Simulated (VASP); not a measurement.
Write the native input for VASP 6.6.1 that does the following.

```yaml
Task: single point
Functional: PBE
Potentials_or_basis: VASP PAW PBE potentials, release 64 (Cu)
Cutoff: 520 eV
k_mesh: 9 × 9 × 17
Occupations: gaussian, width 0.1 eV
Spin: no spin polarisation
Dipole_correction: no
Further_INCAR_settings: ALGO = Fast; EDIFF = 1e-06; NBANDS = 30
```

The structure of Cu lies in POSCAR:

```
Cu
1.0
    5.2013076695      0.0000000000      0.0000000000
   -2.6006538347      4.5044645747      0.0000000000
   -1.3003269174      0.7507440958      2.0627691543
Cu
4
Direct
    0.0000000000      0.5000000000      0.0000000000
    0.5000000000      0.5000000000      0.0000000000
    0.0000000000      0.0000000000      0.0000000000
    0.5000000000      0.0000000000      0.0000000000
```

These files were run (other wordings do the same):

INCAR

```
SYSTEM = Cu
PREC = Accurate
ENCUT = 520
EDIFF = 1E-6
ISMEAR = 0
SIGMA = 0.1
LREAL = .FALSE.
LASPH = .TRUE.
NELM = 80
ALGO = Fast
ISIF = 2
LWAVE = .FALSE.
LCHARG = .FALSE.
GGA = PE
NBANDS = 30
```

KPOINTS

```
Automatic mesh
0
G
  9 9 17
  0 0 0
```

Potentials or basis: VASP PAW PBE potentials, release 64 (Cu).

Run with:

```bash
$ cat potpaw_PBE.64/Cu/POTCAR > POTCAR
$ mpirun -np 1 vasp_std > vasp.out
```

It gave:

```
Pressure               : -0.1 GPa
Band gap on the k mesh : zero (bands 22 and 23 overlap by 4.63 eV)
```

It took 6.5 min on 1 thread of Intel(R) Xeon(R) Platinum 8375C CPU @ 2.90GHz (Ice Lake) (shared host), peak memory 0.49 GiB.
